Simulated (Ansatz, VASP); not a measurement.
**Two plane-wave programs on Zr**

```xyz
2
Lattice="0.0000 2.9861 2.9861 2.9861 0.0000 2.9861 2.9861 2.9861 0.0000" Properties=species:S:1:pos:R:3 pbc="T T T"
Zr    0.7465    0.7465    0.7465
Zr    5.2258    5.2258    5.2258
```

Alike in both runs: task single point; functional LDA; k mesh 10 × 10 × 10; occupations fermi-dirac, width 0.1 eV; no spin polarisation.

|  | VASP | Ansatz |
| --- | --- | --- |
| version | VASP 6.6.1 | Ansatz 0.2.0 |
| potentials or method | VASP PAW LDA potentials, release 64 (Zr_sv), cutoff 520 eV | plane waves (420 eV) with PAW, scalar-relativistic |
| valence electrons in the cell | 24 | 24 |

|  | VASP | Ansatz | Ansatz less VASP |
| --- | --- | --- | --- |
| pressure (GPa) | 1.9 | 1.8 | -0.10 |

Ansatz warns that its potentials were made for another functional, while VASP's fit it. LDA's correlation is that of Perdew and Zunger in VASP and of Perdew and Wang (1992) in Ansatz.
